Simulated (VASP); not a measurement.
A run of VASP 6.6.1:

Contents of INCAR:

```
ALGO = Normal
EDIFF = 1E-6
ENCUT = 520
GGA = RP
ISIF = 2
ISMEAR = -1
ISPIN = 2
LASPH = T
LCHARG = T
LELF = T
LMAXMIX = 6
LORBIT = 11
LREAL = F
LVHAR = T
LWAVE = F
MAGMOM = 7 7
NBANDS = 29
NELM = 150
PREC = Accurate
SIGMA = 0.05
```

File KPOINTS:

```
k-points
0
Gamma
  8 8 5
```

File POSCAR:

```
Gd
1.0
    3.7095220945      0.0000000000      0.0000000000
   -1.8547610472      3.2125403697      0.0000000000
    0.0000000000      0.0000000000      5.9495115525
Gd
2
Direct
    0.6666666667      0.3333333333      0.7500000000
    0.3333333333      0.6666666667      0.2500000000
```

Potentials or basis: VASP PAW PBE potentials, release 64 (Gd).

Command:

```console
$ cat potpaw_PBE.64/Gd/POTCAR > POTCAR
$ mpirun -np 1 vasp_std > vasp.out
```

Hardware: 1 thread of Oxide Virtual Turin-like Processor (shared host).

Q: Estimate the wall time of this run.

A: Wall time 10 min on 1 thread of Oxide Virtual Turin-like Processor, on a shared host, peak memory 0.24 GiB. Counts: scf iterations 34, k points 30.
